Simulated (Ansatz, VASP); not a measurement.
**Two plane-wave programs on MgI2**

INCAR

```
SYSTEM = MgI2
ALGO = Normal
EDIFF = 1E-6
ENCUT = 520
GGA = PE
ISIF = 2
ISMEAR = 0
LASPH = .TRUE.
LCHARG = .FALSE.
LREAL = .FALSE.
LWAVE = .FALSE.
NBANDS = 15
NELM = 60
PREC = Accurate
SIGMA = 0.05
```

Contents of KPOINTS:

```
k-points
0
G
  6 6 4
  0 0 0
```

File POSCAR:

```
MgI2
1.0
    4.1537001214      0.0000000000      0.0000000000
   -2.0768500607      3.5972098248      0.0000000000
    0.0000000000      0.0000000000      6.8620000000
Mg I
1 2
Direct
   -0.0416989854     -0.0833979708     -0.0437190324
    0.3333333333      0.6666666667      0.7576300000
    0.6666666667      0.3333333333      0.2423700000
```

Input for Ansatz:

```yaml
crystal:
  lattice:
    - [4.1537001214, 0.0, 0.0]
    - [-2.0768500607, 3.5972098248, 0.0]
    - [0.0, 0.0, 6.862]
  atoms:
    - { symbol: Mg, position: [-0.0416989854, -0.0833979708, -0.0437190324] }
    - { symbol: I, position: [0.3333333333, 0.6666666667, 0.75763] }
    - { symbol: I, position: [0.6666666667, 0.3333333333, 0.24237] }
basis:
  ecutwfc: 420
kpoints:
  mp_grid: { grid: [6, 6, 4] }
hamiltonian:
  xc: pbe
scf:
  occupations: { method: gaussian, width: 0.05 }
output:
  forces: true
  stress: true
  eigenvalues: true
```

Alike in both runs: task single point; functional PBE; k mesh 6 × 6 × 4; occupations gaussian, width 0.05 eV; no spin polarisation.

|  | VASP | Ansatz |
| --- | --- | --- |
| version | VASP 6.6.1 | Ansatz 0.2.0 |
| potentials or method | VASP PAW PBE potentials, release 64 (Mg, I), cutoff 520 eV | scalar-relativistic, plane waves, PAW |
| valence electrons in the cell | 16 | 44 |

```csv
,VASP,Ansatz,Ansatz less VASP
gap on the k mesh at the Fermi level (eV),2.79,2.81,+0.018
least direct gap on the mesh (eV),2.86,2.88,+0.017
pressure (GPa),2.8,2.8,+0.04
"traceless stress, the component that is largest in VASP (GPa)",1.93,1.93,-0.001
rms of the force components (eV/Å),0.825,0.825,-0.0001
```

Atom by atom the forces differ by 0.004 eV/Å (rms over components). The functional is the same, so the differences come from potentials, cutoffs and numerics. VASP's potentials hold 16 valence electrons a cell and Ansatz's 44, so a difference there can come from the potentials and not from the codes.

Neither program's run includes spin-orbit coupling.
